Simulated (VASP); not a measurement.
# Ag8Br7 (a cell with a defect) in VASP: notebook, part 2 of 2

VASP 6.6.1. The steps go on from the part before.

## Step 3: Single point, PBE

INCAR

```
SYSTEM = Ag8Br7
  PREC = Accurate
  ENCUT = 520
  EDIFF = 1E-7
  ISMEAR = 0
  SIGMA = 0.1
  LREAL = Auto
  LASPH = .TRUE.
  NELM = 80
  ALGO = Normal
  ISIF = 2
  LWAVE = .FALSE.
  LCHARG = .TRUE.
  GGA = PE
  LELF = .TRUE.
  LVHAR = .TRUE.
  NBANDS = 82
```

KPOINTS

```
Automatic mesh
0
G
  2 2 2
  0 0 0
```

POSCAR

```
Ag8Br7
1.0
    0.0000000000      5.8279080000      5.8279080000
    5.8279080000      0.0000000000      5.8279080000
    5.8279080000      5.8279080000      0.0000000000
Ag Br
8 7
Direct
    0.1844501492      0.2736039244      0.2888505618
    0.1676150344      0.1275624118      0.8675778684
    0.3669837444      0.7356232288      0.1582220413
    0.2530062245      0.8234773095      0.7254009500
    0.8138588495      0.1233433163      0.2128711538
    0.8170927715      0.1694267480      0.8481560622
    0.6932962909      0.8088820208      0.2149026718
    0.9353394048      0.5959230997      0.7059027013
   -0.0542499127      0.0065878700      0.5759645657
   -0.0635091529      0.4484894923      0.0722652966
    0.0042741752      0.6719473780      0.3313270388
    0.4512666466      0.0811633437     -0.0021892075
    0.4372990274      0.1331286458      0.4789764183
    0.5486172740      0.5452428213     -0.1066427267
    0.4470725173      0.5832205141      0.4931605818
```

Potentials or basis: VASP PAW PBE potentials, release 64 (Ag, Br).

On the command line:

```console
> cat potpaw_PBE.64/Ag/POTCAR potpaw_PBE.64/Br/POTCAR > POTCAR
> mpirun -np 1 vasp_std > vasp.out
```

OUTCAR:

```text
SYSTEM = Ag8Br7
   PREC = Accurate
   ENCUT = 520
   EDIFF = 1E-7
   ISMEAR = 0
   LREAL = Auto
   LASPH = .TRUE.
   NELM = 80
   ISIF = 2
   GGA = PE

 ion  position               nearest neighbor table
   1  0.184  0.274  0.289-  13 2.68  10 2.75  12 2.85   9 2.96  11 2.98
   2  0.168  0.128  0.868-   6 2.81  12 2.82  13 2.83   5 2.88   4 2.92  10 3.11   3 3.12   8 3.22

   3  0.367  0.736  0.158-  15 2.68  14 2.70  12 2.76  11 2.79   2 3.12   7 3.31
   4  0.253  0.823  0.725-   9 2.77  15 2.78  14 2.78   2 2.92  13 2.92   6 3.33
[... 891 lines left out ...]
  volume of cell :      395.88
      direct lattice vectors                 reciprocal lattice vectors
     0.000000000  5.827908000  5.827908000    -0.085794079  0.085794079  0.085794079
     5.827908000  0.000000000  5.827908000     0.085794079 -0.085794079  0.085794079
     5.827908000  5.827908000  0.000000000     0.085794079  0.085794079 -0.085794079

 POSITION                                       TOTAL-FORCE (eV/Angst)
 -----------------------------------------------------------------------------------
      3.27793      2.75835      2.66950        -0.003328     -0.012567      0.008165
      5.79959      6.03301      1.72027        -0.004087      0.019730     -0.021104
      5.20925      3.06085      6.42589         0.002648     -0.078356      0.004373
      9.02672      5.70207      6.27365        -0.000563     -0.003828      0.003302
      1.95943      5.98369      5.46193        -0.014350      0.027865     -0.012245
      5.93038      9.70492      5.74934        -0.007622      0.044834     -0.052240
      5.96652      5.29290      8.75456         0.039782      0.021894      0.055364
      7.58692      9.56501      8.92406        -0.024308      0.035975     -0.037866
      3.39506      8.86841      5.55014         0.008289     -0.012823      0.069953
      3.03491      5.87894      8.07154        -0.033002     -0.023582      0.007246
      5.84699      1.95585      3.94096        -0.026772     -0.003761     -0.014969
      6.28816      8.44509      3.10295         0.016768      0.006377     -0.007999
      3.56729      5.33997      3.32440        -0.004341     -0.001538     -0.006940
      8.38403      8.40370      6.37492         0.052695     -0.029128     -0.012680
      6.27305      5.47959      6.00445        -0.001809      0.008909      0.017640
 -----------------------------------------------------------------------------------
    total drift:                               -0.011794      0.000301      0.000864

  FREE ENERGIE OF THE ION-ELECTRON SYSTEM (eV)
  ---------------------------------------------------
  free  energy   TOTEN  =       -36.5035970033 eV

  energy  without entropy=      -36.4879677305  energy(sigma->0) =      -36.49578237
```

stdout:

```text
POSCAR found type information on POSCAR AgBr
 POSCAR found :  2 types and      15 ions
 scaLAPACK will be used
 LDA part: xc-table for (Slater+PW92), standard interpolation
 POSCAR, INCAR and KPOINTS ok, starting setup
 FFT: planning ... GRIDC
 FFT: planning ... GRID_SOFT
 FFT: planning ... GRID
 WAVECAR not read
 entering main loop
```

It took 10 min on 1 thread of Intel Xeon Platinum 8259CL at 2.50GHz (Skylake/Cascade Lake), shared host; peak memory 0.63 GiB.

What came out:

* Free energy: -36.5036 eV
* Pressure: 0.2 GPa
* Largest force: 0.079 eV/Å
* Band gap on the k mesh: zero (an odd number of electrons rules out a gap without spin polarisation)

Forces in eV/Å, atoms in the order of the input:
```
Ag  -0.003 -0.013  0.008
Ag  -0.004  0.020 -0.021
Ag   0.003 -0.078  0.004
Ag  -0.001 -0.004  0.003
Ag  -0.014  0.028 -0.012
Ag  -0.008  0.045 -0.052
Ag   0.040  0.022  0.055
Ag  -0.024  0.036 -0.038
Br   0.008 -0.013  0.070
Br  -0.033 -0.024  0.007
Br  -0.027 -0.004 -0.015
Br   0.017  0.006 -0.008
Br  -0.004 -0.002 -0.007
Br   0.053 -0.029 -0.013
Br  -0.002  0.009  0.018
```

Stress tensor (GPa, compression positive):
```
 0.19  0.44 -0.20
 0.44  0.58  0.13
-0.20  0.13 -0.04
```

Caveat: the k points lie up to 0.47 Å⁻¹ apart, too coarse for converged energies and pressures of a metal; an odd number of electrons without spin polarisation forces a metal; a magnetic or distorted state may lie lower.

## Step 4: Single point, PBE

INCAR

```
SYSTEM = Ag8Br7
PREC = Accurate ; ENCUT = 520
EDIFF = 1E-6 ; ISMEAR = 0
SIGMA = 0.1 ; LREAL = Auto
LASPH = .TRUE. ; NELM = 60
ALGO = Normal ; ISIF = 2
LWAVE = .FALSE. ; LCHARG = .FALSE.
GGA = PE ; NBANDS = 82
```

KPOINTS

```
regular mesh
0
G
  2 2 2
  0 0 0
```

POSCAR

```
Ag8Br7
1.0
    0.0000000000      5.8279080000      5.8279080000
    5.8279080000      0.0000000000      5.8279080000
    5.8279080000      5.8279080000      0.0000000000
Ag Br
8 7
Direct
    0.1678858863      0.2168202552      0.3293759098
    0.1994755236      0.2807926961      0.7344587457
    0.3347712421      0.6685882825      0.2792528640
    0.2912944920      0.7726320491      0.7342443463
    0.8418482241      0.2044949920      0.0755967665
    0.8647121746      0.3260555932      0.6664973092
    0.6705550259      0.7784491450      0.2117794241
    0.8954871971      0.6574770913      0.6570563571
   -0.0618688559     -0.0497952267      0.6875360764
   -0.0540416904      0.4556405146      0.1031310034
   -0.0300197773      0.8131800468      0.2457513914
    0.3924496578      0.0317740946      0.0374945006
    0.4585154742      0.0763392284      0.4639822729
    0.5483333814      0.5481305642     -0.0570601835
    0.4838991110      0.4720605576      0.5712434891
```

On the command line:

```console
> cat potpaw_PBE.64/Ag/POTCAR potpaw_PBE.64/Br/POTCAR > POTCAR
> mpirun -np 1 vasp_std > vasp.out
```

It took 9.2 min on 1 thread of Intel Xeon Platinum 8259CL at 2.50GHz (Skylake/Cascade Lake), shared host; peak memory 0.62 GiB.

It converged, with:

| Property | Result |
| --- | --- |
| Free energy | -36.4091 eV |
| Pressure | 0.7 GPa |
| Largest force | 0.119 eV/Å |
| Band gap on the k mesh | zero (an odd number of electrons rules out a gap without spin polarisation) |

Forces on the atoms (eV/Å):
```
Ag  -0.039 -0.012  0.028
Ag  -0.019 -0.044 -0.075
Ag   0.002  0.045 -0.039
Ag   0.013  0.012 -0.025
Ag  -0.095  0.035  0.064
Ag   0.053  0.026 -0.029
Ag   0.025 -0.035  0.000
Ag  -0.041  0.001 -0.011
Br   0.016 -0.022  0.049
Br  -0.028  0.019  0.019
Br   0.035 -0.014 -0.010
Br  -0.008  0.066  0.011
Br   0.060 -0.014 -0.004
Br   0.038 -0.043 -0.020
Br  -0.012 -0.019  0.041
```

Stress tensor (GPa, compression positive):
```
 1.28 -0.39  0.18
-0.39  0.53  0.23
 0.18  0.23  0.21
```

Levels at points of the mesh, in eV from the Fermi level:
```tsv
k point	band 64	band 65	band 66	band 67	band 68	band 69	band 70	band 71	band 72	band 73
(0.00, 0.00, 0.00)	-1.52	-1.28	-1.17	-1.07	-1.01	-0.77	1.69	2.09	2.21	2.84
(0.50, 0.00, 0.00)	-1.63	-1.54	-1.25	-1.12	-1.03	-0.40	1.53	2.13	2.31	2.82
(0.00, 0.50, 0.00)	-1.69	-1.52	-1.30	-1.23	-1.15	0.03	1.14	2.23	2.51	3.00
(0.00, 0.00, 0.50)	-1.63	-1.44	-1.32	-1.26	-1.03	0.15	1.13	2.60	2.71	2.88
(0.50, 0.50, 0.50)	-1.65	-1.61	-1.29	-1.19	-1.12	-0.10	1.05	1.97	2.45	2.90
(0.50, 0.50, 0.00)	-1.77	-1.59	-1.35	-1.24	-1.14	0.12	1.26	1.77	2.36	2.67
(0.00, 0.50, 0.50)	-1.69	-1.38	-1.29	-1.15	-1.05	-0.03	1.53	2.14	2.38	2.64
(0.50, 0.00, 0.50)	-1.62	-1.52	-1.49	-1.42	-1.19	0.30	1.58	2.17	2.58	3.06
```

Caveat: the k points lie up to 0.47 Å⁻¹ apart, too coarse for converged energies and pressures of a metal; an odd number of electrons without spin polarisation forces a metal; a magnetic or distorted state may lie lower.

## Step 5: The runs side by side

```tsv
cell	gap on the mesh (eV)	pressure (GPa)	largest force (eV/Å)
as given, atomic positions A	none	0.2	0.01
as given, atomic positions B	none	0.2	0.08
as given, atomic positions C	none	0.7	0.12
```

Alike in all rows: task single point; level PBE; potentials or basis VASP PAW PBE potentials, release 64 (Ag, Br); no spin polarisation; k mesh 2 × 2 × 2; cutoff (eV) 520; smearing gaussian 0.1 eV.

Caveats: all runs use coarse meshes; an odd number of electrons without spin polarisation forces a metal; a magnetic or distorted state may lie lower.

Absolute energies hang on the potentials; compare differences alone.
